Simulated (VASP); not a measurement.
# Os (P6_3/mmc) in VASP: notebook

The runs below take Os through single point, with LDA, PBE.

All numbers are computed with VASP 6.6.1; they aren't measurements. Logs are shortened: lines on timing, memory, paths and dates and some standing lists are left out, and cuts for length are marked.

## (1) The cell of the first run

Symmetry: P6_3/mmc, No. 194, hexagonal system. The conventional cell has a = 2.697 Å, b = 2.697 Å, c = 4.261 Å, α = 90.00°, β = 90.00°, γ = 120.00°. Os (site symmetry -6m2) has 12 Os at 2.64 to 2.70 Å within 3.5 Å.

## (2) Single point, LDA (functional lda, volume scaled by 0.96)

File INCAR:

```
SYSTEM = Os
PREC = Accurate
ENCUT = 520
EDIFF = 1E-7
ISMEAR = -1
SIGMA = 0.08
LREAL = .FALSE.
LASPH = .TRUE.
NELM = 60
ALGO = Normal
ISIF = 2
LWAVE = .FALSE.
LCHARG = .FALSE.
GGA = CA
NBANDS = 15
```

File KPOINTS:

```
regular mesh
0
G
  17 17 10
  0 0 0
```

File POSCAR:

```
Os
1.0
    2.6971481488      0.0000000000      0.0000000000
   -1.3485740745      2.3357988147      0.0000000000
    0.0000000000      0.0000000000      4.2613185190
Os
2
Direct
    0.3333333333      0.6666666667      0.2500000000
    0.6666666667      0.3333333333      0.7500000000
```

Potentials or basis: VASP PAW LDA potentials, release 64 (Os).

Command:

```console
cat potpaw_LDA.64/Os/POTCAR > POTCAR
mpirun -np 1 vasp_std > vasp.out
```

OUTCAR:

```text
SYSTEM = Os
   PREC = Accurate
   ENCUT = 520
   EDIFF = 1E-7
   ISMEAR = -1
   LREAL = .FALSE.
   LASPH = .TRUE.
   NELM = 60
   ISIF = 2
   GGA = CA

 ion  position               nearest neighbor table
   1  0.333  0.667  0.250-   2 2.64   2 2.64   2 2.64   2 2.64   2 2.64   2 2.64
   2  0.667  0.333  0.750-   1 2.64   1 2.64   1 2.64   1 2.64   1 2.64   1 2.64

  LATTYP: Found a hexagonal cell.
 ALAT       =     2.6971481488
 C/A-ratio  =     1.5799349105

  Lattice vectors:

 A1 = (   2.6971481488,   0.0000000000,   0.0000000000)
 A2 = (  -1.3485740745,   2.3357988147,   0.0000000000)
 A3 = (   0.0000000000,   0.0000000000,   4.2613185190)

Analysis of symmetry for initial positions (statically):
=====================================================================
 Subroutine PRICEL returns:
 Original cell was already a primitive cell.

 Routine SETGRP: Setting up the symmetry group for a
 hexagonal supercell.

 Subroutine GETGRP returns: Found 24 space group operations
 (whereof 12 operations were pure point group operations)
 out of a pool of 24 trial point group operations.

The static configuration has the point symmetry D_3d.
 The point group associated with its full space group is D_6h.

Analysis of symmetry for dynamics (positions and initial velocities):
=====================================================================
 Subroutine PRICEL returns:
 Original cell was already a primitive cell.

 Routine SETGRP: Setting up the symmetry group for a
 hexagonal supercell.

 Subroutine GETGRP returns: Found 24 space group operations
 (whereof 12 operations were pure point group operations)
 out of a pool of 24 trial point group operations.

The dynamic configuration has the point symmetry D_3d.
 The point group associated with its full space group is D_6h.

 Subroutine INISYM returns: Found 24 space group operations
 (whereof 12 operations are pure point group operations),
 and found     1 'primitive' translations

----------------------------------------------------------------------------------------

                                     Primitive cell

  volume of cell :      26.8463

  direct lattice vectors                    reciprocal lattice vectors
     2.697148149  0.000000000  0.000000000     0.370761984  0.214059532  0.000000000
    -1.348574075  2.335798815  0.000000000     0.000000000  0.428119063  0.000000000
     0.000000000  0.000000000  4.261318519     0.000000000  0.000000000  0.234669151

  length of vectors
     2.697148149  2.697148149  4.261318519     0.428119063  0.428119063  0.234669151

  position of ions in fractional coordinates (direct lattice)
     0.333333333  0.666666667  0.250000000
     0.666666667  0.333333333  0.750000000

  ion indices of the primitive-cell ions
   primitive index   ion index
                 1           1
                 2           2

----------------------------------------------------------------------------------------

 KPOINTS: regular mesh

Automatic generation of k-mesh.
 Grid dimensions read from file:
 generate k-points for:   17   17   10

 Generating k-lattice:

  Cartesian coordinates                     Fractional coordinates (reciprocal lattice)
     0.021809528  0.012591737  0.000000000     0.058823529 -0.000000000  0.000000000
     0.000000000  0.025183474  0.000000000     0.000000000  0.058823529  0.000000000
     0.000000000  0.000000000  0.023466915     0.000000000  0.000000000  0.100000000

  Length of vectors
     0.025183474  0.025183474  0.023466915

  Shift w.r.t. Gamma in fractional coordinates (k-lattice)
     0.000000000  0.000000000  0.000000000

 Subroutine IBZKPT returns following result:
 ===========================================

 Found    198 irreducible k-points:

 Following reciprocal coordinates:
            Coordinates               Weight
  0.000000  0.000000  0.000000      1.000000
  0.058824  0.000000  0.000000      6.000000
  0.117647 -0.000000  0.000000      6.000000
  0.176471 -0.000000  0.000000      6.000000
  0.235294 -0.000000  0.000000      6.000000
  0.294118 -0.000000  0.000000      6.000000
[... 16 lines left out ...]
  0.411765  0.117647  0.000000     12.000000
  0.176471  0.176471  0.000000      6.000000
 [... further k-points ...]
   k-points           NKPTS =    198   k-points in BZ     NKDIM =    198   number of bands    NBANDS=     15
   number of dos      NEDOS =    301   number of ions     NIONS =      2
   total plane-waves  NPLWV =  12800
   dimension x,y,z NGX =    20 NGY =   20 NGZ =   32
   dimension x,y,z NGXF=    40 NGYF=   40 NGZF=   64
   ions per type =               2
   NGX,Y,Z   is equivalent  to a cutoff of  12.33, 12.33, 12.48 a.u.
   NGXF,Y,Z  is equivalent  to a cutoff of  24.66, 24.66, 24.97 a.u.
 SYSTEM =  Os
   PREC   = accura    normal or accurate (medium, high low for compatibility)
   ISTART =      0    job   : 0-new  1-cont  2-samecut
   ICHARG =      2    charge: 1-file 2-atom 10-const
   ISPIN  =      1    spin polarized calculation?
   LNONCOLLINEAR =      F non collinear calculations
   LSORBIT =      F    spin-orbit coupling
   LASPH  =      T    aspherical Exc in radial PAW
   ENCUT  =  520.0 eV  38.22 Ry    6.18 a.u.   5.01  5.01  7.92*2*pi/ulx,y,z
   NELM   =     60;   NELMIN=  2; NELMDL= -5     # of ELM steps
   EDIFF  = 0.1E-06   stopping-criterion for ELM
   LREAL  =      F    real-space projection
   EDIFFG = 0.1E-05   stopping-criterion for IOM
   NSW    =      0    number of steps for IOM
   IBRION =     -1    ionic relax: 0-MD 1-quasi-New 2-CG
   NFREE  =      0    steps in history (QN), initial steepest desc. (CG)
   ISIF   =      2    stress and relaxation
   ISYM   =      2    0-nonsym 1-usesym 2-fastsym
   POTIM  = 0.5000    time-step for ionic-motion
   TEBEG  =    0.0;   TEEND  =   0.0 temperature during run
   PSTRESS=    0.0 pullay stress
   NELECT =      16.0000    total number of electrons
   NUPDOWN=      -1.0000    fix difference up-down
   EMIN   =  10.00;   EMAX   =-10.00  energy-range for DOS
   EFERMI =   0.00;   METHOD = LEGACY
   ISMEAR =    -1;   SIGMA  =   0.08  broadening in eV -4-tet -1-fermi 0-gaus
   EFERMI_NEDOS =   21; number of points for ismear=-14 and -15
   IALGO  =     38    algorithm
   IMIX   =      4    mixing-type and parameters
     AMIX     =   0.40;   BMIX     =  1.00
     AMIX_MAG =   1.60;   BMIX_MAG =  1.00
  volume/ion in A,a.u.               =      13.42        90.58
  Fermi-wavevector in a.u.,A,eV,Ry     =   1.377696  2.603468 25.824489  1.898046
  Thomas-Fermi vector in A             =   2.502826
   LORBIT       =      0    0 simple, 1 ext, 2 COOP (PROOUT), +10 PAW based schemes
   GGA     = CA    functional components
   LHFCALC =     F    Hartree Fock is set to
   AEXX    =    0.0000 exact exchange contribution
   IVDW    =     0    specifies the selected vdW correction
   LEPSILON=     F    determine dielectric tensor
   LRPA    =     F    only Hartree local field effects (RPA)
 non-spin polarized calculation
  energy-cutoff  :      520.00
  volume of cell :       26.85
 maximum number of plane-waves:       740
 NGX is ok and might be reduce to    20
   NGX =  9   NGY =  9   NGZ = 15

 number of electron      15.9999999 magnetization

 Free energy of the ion-electron system (eV)
  ---------------------------------------------------
  ext. energy  EPLUGINS =         0.00000000
  ---------------------------------------------------
  free energy    TOTEN  =       -25.29572296 eV

  energy without entropy =      -25.26943767  energy(sigma->0) =      -25.28258031

 E-fermi :  10.0772     XC(G=0): -14.4140

 val. band max:       10.0748383035   @ k =   0.2353   0.2353   0.0000
 cond. band min:      10.0781937331   @ k =   0.2353   0.2353   0.1000
 fundamental gap:      0.0033554295
 Fermi energy:        10.0771844390

 k-point     1 :       0.0000    0.0000    0.0000
  band No.  band energies     occupation
      1      -1.2007      2.00000
      2       1.8733      2.00000
      3       6.7710      2.00000
      4       6.7710      2.00000
      5       7.0433      2.00000
      6       7.6690      2.00000
      7       7.6690      2.00000
      8       8.3694      2.00000
      9       8.3694      2.00000
     10      10.2000      0.35433
     11      11.8222      0.00000
     12      11.8222      0.00000
     13      19.6198      0.00000
     14      24.1367      0.00000
     15      26.8982      0.00000

 k-point     2 :       0.0588    0.0000    0.0000
  band No.  band energies     occupation
      1      -1.0530      2.00000
      2       2.0048      2.00000
      3       6.4432      2.00000
      4       6.9018      2.00000
      5       7.3302      2.00000
      6       7.5795      2.00000
      7       7.7918      2.00000
      8       8.1889      2.00000
      9       8.2613      2.00000
     10       9.4768      1.99890
     11      11.8996      0.00000
     12      12.7612      0.00000
     13      19.6138      0.00000
     14      24.4500      0.00000
     15      27.0933      0.00000

 k-point     3 :       0.1176   -0.0000    0.0000
  band No.  band energies     occupation
      1      -0.6245      2.00000
      2       2.3688      2.00000
      3       5.9702      2.00000
      4       7.2890      2.00000
      5       7.3097      2.00000
      6       7.4855      2.00000
      7       7.7788      2.00000
      8       7.9791      2.00000
      9       8.1536      2.00000
     10       8.7584      2.00000
     11      12.0922      0.00000
     12      14.2990      0.00000
     13      19.5646      0.00000
     14      25.3012      0.00000
     15      27.5910      0.00000
[... 343 lines left out ...]
 k-point    23 :       0.4118    0.1176    0.0000
  band No.  band energies     occupation
      1       2.8728      2.00000
      2       3.1210      2.00000
      3       3.2456      2.00000
      4       6.1802      2.00000
      5       6.5430      2.00000
      6       7.2320      2.00000
      7       8.1006      2.00000
      8      11.9757      0.00000
      9      12.2775      0.00000
     10      12.6979      0.00000
     11      14.7322      0.00000
     12      16.6986      0.00000
     13      20.1337      0.00000
     14      20.5376      0.00000
     15      23.1873      0.00000

 k-point    24 :       0.1765    0.1765    0.0000
  band No.  band energies     occupation
      1       2.0235      2.00000
      2       3.9698      2.00000
      3       4.5572      2.00000
      4       4.5837      2.00000
      5       6.3939      2.00000
      6       6.9163      2.00000
      7       8.0396      2.00000
      8       9.1171      1.99999
      9      10.3183      0.09360
     10      11.3184      0.00000
     11      12.4690      0.00000
     12      19.0581      0.00000
     13      19.7731      0.00000
     14      23.4633      0.00000
     15      23.9223      0.00000

 [... further k-points ...]
[... 5 lines left out ...]
  --------------------------------------------------------------------------------------
  -------------------------------------------------------------------------------------
  Total        1.8160423      1.8160423      1.8487802     -0.0000000     -0.0000000     -0.0000000
  in kB      108.3807915    108.3807915    110.3345763     -0.0000000     -0.0000000     -0.0000000
  external PRESSURE =     109.0320531 kB  Pullay stress =       0.0000000 kB

 VOLUME and BASIS-vectors are now :
 -----------------------------------------------------------------------------
  energy-cutoff  :      520.00
  volume of cell :       26.85
      direct lattice vectors                 reciprocal lattice vectors
     2.697148149  0.000000000  0.000000000     0.370761984  0.214059532  0.000000000
    -1.348574075  2.335798815  0.000000000     0.000000000  0.428119063  0.000000000
     0.000000000  0.000000000  4.261318519     0.000000000  0.000000000  0.234669151

 POSITION                                       TOTAL-FORCE (eV/Angst)
 -----------------------------------------------------------------------------------
     -0.00000      1.55720      1.06533         0.000000      0.000000      0.000000
      1.34857      0.77860      3.19599         0.000000     -0.000000      0.000000
 -----------------------------------------------------------------------------------
    total drift:                               -0.000000      0.000000     -0.000000

  FREE ENERGIE OF THE ION-ELECTRON SYSTEM (eV)
  ---------------------------------------------------
  free  energy   TOTEN  =       -25.2957229584 eV

  energy  without entropy=      -25.2694376714  energy(sigma->0) =      -25.28258031
```

It took 68 s on 1 thread of AMD EPYC 7R13 (Zen 3), shared host; peak memory 0.15 GiB.

What came out:

```yaml
Free_energy: -25.2957 eV
Pressure: 10.9 GPa
Band_gap_on_the_k_mesh: zero (band 8 reaches 12.24 eV, above the bottom of band 9 at 8.05 eV)
```

Stress tensor (GPa, compression positive):
```
10.84  0.00  0.00
 0.00 10.84  0.00
 0.00  0.00 11.03
```

Caveat: spin-orbit coupling is left out, which moves the levels of the heavy elements.

## (3) Single point, PBE (z stretched by +3 % at fixed volume)

File INCAR:

```
PREC     = Accurate       # precision mode
ENCUT    = 520            # plane-wave cutoff, eV
EDIFF    = 1E-6           # SCF threshold, eV
ISMEAR   = -1             # smearing method
SIGMA    = 0.08           # smearing width, eV
LREAL    = F              # projectors in reciprocal space
LASPH    = T              # aspherical terms in the spheres
NELM     = 100            # most SCF steps
ALGO     = Normal         # electronic algorithm
ISIF     = 2              # what is computed and relaxed
LWAVE    = F              # write WAVECAR
LCHARG   = F              # write CHGCAR
GGA      = PE             # functional
NBANDS   = 15             # bands
```

File KPOINTS:

```
regular mesh
0
Gamma
  17 17 10
```

File POSCAR:

```
Os
1.0
    2.6939887554      0.0000000000      0.0000000000
   -1.3469943777      2.3330626997      0.0000000000
    0.0000000000      0.0000000000      4.4492910000
Os
2
Direct
    0.3333333333      0.6666666667      0.2500000000
    0.6666666667      0.3333333333      0.7500000000
```

Potentials or basis: VASP PAW PBE potentials, release 64 (Os).

Command:

```console
cat potpaw_PBE.64/Os/POTCAR > POTCAR
mpirun -np 1 vasp_std > vasp.out
```

Run time: 74 s. Hardware: 1 thread of Oxide Virtual Turin-like, shared host; peak memory 0.16 GiB.

The run converged. Its results:

| Quantity | Value |
| --- | --- |
| Free energy | -22.4225 eV |
| Pressure | 9.0 GPa |
| Band gap on the k mesh | zero (band 8 reaches 11.83 eV, above the bottom of band 9 at 7.85 eV) |

Stress tensor (GPa, compression positive):
```
18.21  0.00  0.00
 0.00 18.21  0.00
 0.00  0.00 -9.42
```

Levels at points of the mesh, in eV from the Fermi level:
| k point | band 6 | band 7 | band 8 | band 9 | band 10 | band 11 |
| --- | --- | --- | --- | --- | --- | --- |
| (0.00, 0.00, 0.00) | -2.28 | -2.28 | -1.15 | -1.15 | -0.47 | 1.71 |
| (0.00, 0.00, 0.50) | -3.08 | -3.08 | -3.08 | 0.88 | 0.88 | 0.88 |

Caveat: spin-orbit coupling is left out, which moves the levels of the heavy elements.
